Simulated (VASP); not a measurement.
# SrAl2O2 (P4/mmm) in VASP: further runs

SrAl2O2 is run at these levels: PBE; tasks: relaxation of cell and atoms, single point.

All numbers are computed with VASP 6.6.1; they aren't measurements. Logs are shortened: lines on timing, memory, paths and dates and some standing lists are left out, and cuts for length are marked.

## Step 1: The cell of the first run

Symmetry: P4/mmm, No. 123, tetragonal system. The conventional cell has a = 4.009 Å, b = 4.009 Å, c = 5.438 Å, α = 90.00°, β = 90.00°, γ = 90.00°. Within 4.1 Å of Sr (site symmetry 4/mmm) lie 8 Al at 3.12 Å and 8 O at 3.38 Å and 4 Sr at 4.01 Å. Al (site symmetry 4mm) has 4 O at 2.45 Å and 2 Al at 2.61 to 2.83 Å and 4 Sr at 3.12 Å within 3.2 Å. O (site symmetry mmm) has 4 Al at 2.45 Å and 4 O at 2.83 Å within 3.2 Å.

The cell was generated, and may not be a known phase.

## Step 2: Relaxation of cell and atoms, PBE

Input file INCAR:

```
SYSTEM = SrAl2O2
ALGO = Normal
EDIFF = 1E-6
EDIFFG = -0.04
ENCUT = 600
GGA = PE
IBRION = 2
ISIF = 3
ISMEAR = 0
LASPH = .True.
LCHARG = .False.
LREAL = .False.
LWAVE = .False.
NELM = 60
NSW = 90
PREC = Accurate
SIGMA = 0.1
```

Input file KPOINTS:

```
k-points
0
Gamma
  4 4 4
  0 0 0
```

Input file POSCAR:

```
SrAl2O2
1.0
    4.0086524400      0.0000000000      0.0000000000
    0.0000000000      4.0086524400      0.0000000000
    0.0000000000      0.0000000000      5.4376190000
Sr Al O
1 2 2
Direct
    0.0000000000      0.0000000000      0.0000000000
    0.5000000000      0.5000000000      0.2399999900
    0.5000000000      0.5000000000      0.7600000100
    0.0000000000      0.5000000000      0.5000000000
    0.5000000000      0.0000000000      0.5000000000
```

Potentials or basis: VASP PAW PBE potentials, release 64 (Sr_sv, Al, O).

The run is started by

```console
$ cat potpaw_PBE.64/Sr_sv/POTCAR potpaw_PBE.64/Al/POTCAR potpaw_PBE.64/O/POTCAR > POTCAR
$ mpirun -np 1 vasp_std > vasp.out
```

OUTCAR:

```text
SYSTEM = SrAl2O2
   EDIFF = 1E-6
   EDIFFG = -0.04
   ENCUT = 600
   GGA = PE
   IBRION = 2
   ISIF = 3
   ISMEAR = 0
   LASPH = .True.
   LREAL = .False.
   NELM = 60
   NSW = 90
   PREC = Accurate

 ion  position               nearest neighbor table
   1  0.000  0.000  0.000-   2 3.12   3 3.12   2 3.12   3 3.12   2 3.12   3 3.12   2 3.12   3 3.12
                             4 3.38   4 3.38   4 3.38   5 3.38   5 3.38   5 3.38   4 3.38   5 3.38
   2  0.500  0.500  0.240-   4 2.45   5 2.45   5 2.45   4 2.45   3 2.61   3 2.83   1 3.12   1 3.12
                             1 3.12   1 3.12
   3  0.500  0.500  0.760-   4 2.45   5 2.45   5 2.45   4 2.45   2 2.61   2 2.83   1 3.12   1 3.12
                             1 3.12   1 3.12
   4  0.000  0.500  0.500-   2 2.45   3 2.45   2 2.45   3 2.45   1 3.38   1 3.38   1 3.38   1 3.38

   5  0.500  0.000  0.500-   2 2.45   3 2.45   2 2.45   3 2.45   1 3.38   1 3.38   1 3.38   1 3.38

  LATTYP: Found a simple tetragonal cell.
 ALAT       =     4.0086524400
 C/A-ratio  =     1.3564705550

  Lattice vectors:

 A1 = (   4.0086524400,   0.0000000000,   0.0000000000)
 A2 = (   0.0000000000,   4.0086524400,   0.0000000000)
 A3 = (   0.0000000000,   0.0000000000,   5.4376190000)

Analysis of symmetry for initial positions (statically):
=====================================================================
 Subroutine PRICEL returns:
 Original cell was already a primitive cell.

 Routine SETGRP: Setting up the symmetry group for a
 simple tetragonal supercell.

 Subroutine GETGRP returns: Found 16 space group operations
 (whereof 16 operations were pure point group operations)
 out of a pool of 16 trial point group operations.

The static configuration has the point symmetry D_4h.

Analysis of symmetry for dynamics (positions and initial velocities):
=====================================================================
 Subroutine PRICEL returns:
 Original cell was already a primitive cell.

 Routine SETGRP: Setting up the symmetry group for a
 simple tetragonal supercell.

 Subroutine GETGRP returns: Found 16 space group operations
 (whereof 16 operations were pure point group operations)
 out of a pool of 16 trial point group operations.

The dynamic configuration has the point symmetry D_4h.

 Subroutine INISYM returns: Found 16 space group operations
 (whereof 16 operations are pure point group operations),
 and found     1 'primitive' translations

----------------------------------------------------------------------------------------

                                     Primitive cell

  volume of cell :      87.3787

  direct lattice vectors                    reciprocal lattice vectors
     4.008652440  0.000000000  0.000000000     0.249460390  0.000000000  0.000000000
     0.000000000  4.008652440  0.000000000     0.000000000  0.249460390  0.000000000
     0.000000000  0.000000000  5.437619000     0.000000000  0.000000000  0.183904021

  length of vectors
[... 85 lines left out ...]
   IBRION =      2    ionic relax: 0-MD 1-quasi-New 2-CG
   NFREE  =      1    steps in history (QN), initial steepest desc. (CG)
   ISIF   =      3    stress and relaxation
   ISYM   =      2    0-nonsym 1-usesym 2-fastsym
   POTIM  = 0.5000    time-step for ionic-motion
   TEBEG  =    0.0;   TEEND  =   0.0 temperature during run
   PSTRESS=    0.0 pullay stress
   NELECT =      28.0000    total number of electrons
   NUPDOWN=      -1.0000    fix difference up-down
   EMIN   =  10.00;   EMAX   =-10.00  energy-range for DOS
   EFERMI =   0.00;   METHOD = LEGACY
   ISMEAR =     0;   SIGMA  =   0.10  broadening in eV -4-tet -1-fermi 0-gaus
   EFERMI_NEDOS =   21; number of points for ismear=-14 and -15
   IALGO  =     38    algorithm
   IMIX   =      4    mixing-type and parameters
     AMIX     =   0.40;   BMIX     =  1.00
     AMIX_MAG =   1.60;   BMIX_MAG =  1.00
  volume/ion in A,a.u.               =      17.48       117.93
  Fermi-wavevector in a.u.,A,eV,Ry     =   1.120278  2.117018 17.075609  1.255022
  Thomas-Fermi vector in A             =   2.256923
   LORBIT       =      0    0 simple, 1 ext, 2 COOP (PROOUT), +10 PAW based schemes
   GGA     = PE    functional components
   LHFCALC =     F    Hartree Fock is set to
   AEXX    =    0.0000 exact exchange contribution
   IVDW    =     0    specifies the selected vdW correction
   LEPSILON=     F    determine dielectric tensor
   LRPA    =     F    only Hartree local field effects (RPA)
 conjugate gradient relaxation of ions
 non-spin polarized calculation
 Gauss-broadening in eV      SIGMA  =   0.10
  energy-cutoff  :      600.00
  volume of cell :       87.38
 maximum number of plane-waves:      2960
   NGX = 17   NGY = 17   NGZ = 21

--------------------------------------- Ionic step        1  -------------------------------------------

 number of electron      28.0000000 magnetization

 Free energy of the ion-electron system (eV)
  ---------------------------------------------------
  ext. energy  EPLUGINS =         0.00000000
  ---------------------------------------------------
  free energy    TOTEN  =       -21.39899898 eV

  energy without entropy =      -21.38179520  energy(sigma->0) =      -21.39039709

 E-fermi :   4.2338     XC(G=0):  -9.6477

 val. band max:        4.2030664152   @ k =   0.5000   0.2500   0.2500
 cond. band min:       4.3385809636   @ k =   0.5000   0.5000   0.0000
 fundamental gap:      0.1355145484
 Fermi energy:         4.2337992987

 k-point     1 :       0.0000    0.0000    0.0000
  band No.  band energies     occupation
      1     -31.1794      2.00000
      2     -13.2419      2.00000
      3     -13.2419      2.00000
      4     -13.1971      2.00000
      5     -13.1711      2.00000
      6     -12.0222      2.00000
[... 477 lines left out ...]
  FREE ENERGIE OF THE ION-ELECTRON SYSTEM (eV)
  ---------------------------------------------------
  free  energy   TOTEN  =       -22.8994347003 eV

  energy  without entropy=      -22.8872639112  energy(sigma->0) =      -22.89334931

[... ionic steps 4 to 7 ...]

--------------------------------------- Ionic step        8  -------------------------------------------

 number of electron      28.0000007 magnetization

------------------------ aborting loop because EDIFF is reached ----------------------------------------
[... 73 lines left out ...]
--------------------------------------- Ionic step       10  -------------------------------------------

 number of electron      28.0000007 magnetization

 Free energy of the ion-electron system (eV)
  ---------------------------------------------------
  ext. energy  EPLUGINS =         0.00000000
  ---------------------------------------------------
  free energy    TOTEN  =       -22.97036292 eV

  energy without entropy =      -22.95550007  energy(sigma->0) =      -22.96293150

 E-fermi :   5.7251     XC(G=0): -10.0412

 val. band max:        5.6828159988   @ k =   0.2500   0.2500   0.5000
 cond. band min:       5.7260389368   @ k =   0.5000   0.5000   0.0000
 fundamental gap:      0.0432229380
 Fermi energy:         5.7250838229

 k-point     1 :       0.0000    0.0000    0.0000
  band No.  band energies     occupation
      1     -30.0038      2.00000
      2     -13.1346      2.00000
      3     -12.0794      2.00000
      4     -12.0794      2.00000
      5     -12.0024      2.00000
      6     -11.9960      2.00000
[... 399 lines left out ...]
  FREE ENERGIE OF THE ION-ELECTRON SYSTEM (eV)
  ---------------------------------------------------
  free  energy   TOTEN  =       -22.9703629212 eV

  energy  without entropy=      -22.9555000723  energy(sigma->0) =      -22.96293150

 reached required accuracy - stopping structural energy minimisation
```

OSZICAR:

```text
N       E                     dE             d eps       ncg     rms          rms(c)
DAV:   1     0.149424752788E+03    0.14942E+03   -0.15000E+04   648   0.160E+03
[... 96 lines left out ...]
DAV:   2    -0.229708694100E+02    0.16674E-02   -0.17584E-02   700   0.869E-01    0.170E-01
DAV:   3    -0.229704242097E+02    0.44520E-03   -0.23502E-03   758   0.370E-01    0.667E-02
DAV:   4    -0.229703446398E+02    0.79570E-04   -0.53807E-04   988   0.144E-01    0.764E-02
DAV:   5    -0.229703540183E+02   -0.93785E-05   -0.56297E-05   778   0.536E-02    0.289E-02
DAV:   6    -0.229703604286E+02   -0.64103E-05   -0.35840E-05  1028   0.317E-02    0.731E-03
DAV:   7    -0.229703619877E+02   -0.15591E-05   -0.15181E-06   450   0.934E-03    0.524E-03
DAV:   8    -0.229703629212E+02   -0.93346E-06   -0.73476E-07   386   0.511E-03
  10 F= -.22970363E+02 E0= -.22962931E+02  d E =-.112982E-02
```

CONTCAR:

```text
SrAl2O2
   1.00000000000000
     4.0888446977733377    0.0000000000000000   -0.0000000000000000
    -0.0000000000000000    4.0888446977733377    0.0000000000000000
    -0.0000000000000000   -0.0000000000000000    4.7017365629744159
  Sr              Al              O
     1     2     2
Direct
     0.0000000000000000    0.0000000000000000    0.0000000000000000
     0.5000000000000000    0.5000000000000000    0.2601142956629223
     0.5000000000000000    0.5000000000000000    0.7398857043370777
     0.0000000000000000    0.5000000000000000    0.5000000000000000
     0.5000000000000000    0.0000000000000000    0.5000000000000000

  0.00000000E+00  0.00000000E+00  0.00000000E+00
  0.00000000E+00  0.00000000E+00  0.00000000E+00
  0.00000000E+00  0.00000000E+00  0.00000000E+00
  0.00000000E+00  0.00000000E+00  0.00000000E+00
  0.00000000E+00  0.00000000E+00  0.00000000E+00
```

It took 2.4 min on 1 thread of Intel Xeon Platinum 8488C (Sapphire Rapids), shared host; peak memory 0.25 GiB.

What came out:

```
Free energy                           : -22.9704 eV
Relaxed volume                        : 15.72 Å³/atom
Relaxed cell                          : a = 4.089 Å, b = 4.089 Å, c = 4.702 Å, α = 90.00°, β = 90.00°, γ = 90.00°
Space group after relaxing (to 0.1 Å) : P4/mmm (No. 123)
Energy gained by relaxing             : 314.3 meV/atom
Ionic steps                           : 10
Pressure after relaxing               : 0.0 GPa
Largest force after relaxing          : 0.007 eV/Å
Band gap on the k mesh                : zero (bands 14 and 15 overlap by 1.52 eV)
```

Forces on the atoms (eV/Å):
```
Sr   0.000  0.000  0.000
Al   0.000  0.000  0.007
Al   0.000  0.000 -0.007
O    0.000  0.000  0.000
O    0.000  0.000  0.000
```

Step by step:
```
step  energy change (eV)  largest force (eV/Å)  pressure (GPa)  volume (Å³)
   1              0.0000                3.9281           -7.81        87.38
   2             -1.3800                2.6384            3.53        76.55
   3             -1.5004                0.4416           -0.73        78.72
   4             -1.5019                0.6034           -0.45        78.54
   5             -1.5555                0.1530            0.15        77.85
   6             -1.5653                0.1826            0.66        77.45
   7             -1.5702                0.1424            0.51        78.11
   8             -1.5702                0.1127            0.52        78.05
   9             -1.5711                0.0642           -0.22        78.88
  10             -1.5714                0.0069            0.01        78.61
```

Final structure:
```yaml
crystal:
  lattice:
    - [4.08884, 0.00000, 0.00000]
    - [0.00000, 4.08884, 0.00000]
    - [0.00000, 0.00000, 4.70174]
  atoms:
    - { symbol: Sr, position: [0.00000, 0.00000, 0.00000] }
    - { symbol: Al, position: [0.50000, 0.50000, 0.26011] }
    - { symbol: Al, position: [0.50000, 0.50000, 0.73989] }
    - { symbol: O, position: [0.00000, 0.50000, 0.50000] }
    - { symbol: O, position: [0.50000, 0.00000, 0.50000] }
```

Caveat: the k points lie up to 0.38 Å⁻¹ apart in the final cell, too coarse for converged energies and pressures of a metal.

[end of part 1 of 3]

The gap in the log of VASP goes by the Fermi energy; the results here count the filled bands.